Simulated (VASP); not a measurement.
TiSi16 (a cell with a defect), 17 atoms in the cell. The cell holds a defect, 17 atoms: a = 7.679 Å, b = 7.679 Å, c = 7.679 Å, α = 60.00°, β = 60.00°, γ = 60.00°. 

```yaml
Program: VASP 6.6.1
Task: single point
Functional: PBE
Potentials_or_basis: VASP PAW PBE potentials, release 64 (Si, Ti_sv)
Cutoff: 520 eV
k_mesh: 2 × 2 × 2
Occupations: fermi-dirac, width 0.05 eV
Spin: no spin polarisation
Dipole_correction: no
Further_INCAR_settings: LREAL = Auto; ALGO = Normal; EDIFF = 1e-07; NBANDS = 52
```

Potentials or basis: VASP PAW PBE potentials, release 64 (Si, Ti_sv).

Command:

```bash
$ cat potpaw_PBE.64/Si/POTCAR potpaw_PBE.64/Ti_sv/POTCAR > POTCAR
$ mpirun -np 1 vasp_std > vasp.out
```

Hardware: 1 thread of Intel(R) Xeon(R) Platinum 8488C (Sapphire Rapids), on a shared host.

Q: How long does it take, and how much memory?

A: Wall time 3.1 min on 1 thread of Intel(R) Xeon(R) Platinum 8488C (Sapphire Rapids), with other jobs on the host, peak memory 0.5 GiB. Counts: scf iterations 17, k points 8.
